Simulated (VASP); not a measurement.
Crystal: AgCl.

```
Ag Cl
1.0
     3.39559    0.00000    0.00000
     0.00000    3.39559    0.00000
     0.00000    0.00000    3.39559
Ag Cl
1 1
Direct
  0.00000 0.00000 0.00000
  0.50000 0.50000 0.50000
```

Base run:

```yaml
Program: VASP 6.6.1
Functional: PBE
Potentials_or_basis: VASP PAW PBE potentials, release 64 (Ag, Cl)
Cutoff: 500 eV
k_mesh: 6 × 6 × 6, shifted
Occupations: gaussian, width 0.01 eV
Spin: no spin polarisation
```

Its results: band gap on the k mesh 1.75 eV (least direct gap 2.99 eV); pressure 1.4 GPa.

**Question.** After a change of settings the same cell gave: band gap on the k mesh 1.02 eV (least direct gap 2.31 eV); pressure 1.5 GPa. Which change was it?
A. further incar settings from ALGO = Normal; EDIFF = 1e-06; NBANDS = 16 to ALGO = Normal; EDIFF = 1e-06; NBANDS = 16; ISYM = 0
B. k mesh from 6 × 6 × 6, shifted to 6 × 6 × 6, through Γ; dispersion from none to D4
C. k mesh from 6 × 6 × 6, shifted to 3 × 3 × 3, through Γ
D. k mesh from 6 × 6 × 6, shifted to 6 × 6 × 6, through Γ; occupations from gaussian, width 0.01 eV to fermi-dirac, width 0.05 eV

**Answer.** A.

Caveats: the structure was generated, so it needn't be the stable form of AgCl; a shifted mesh leaves out Γ, where band edges can lie.
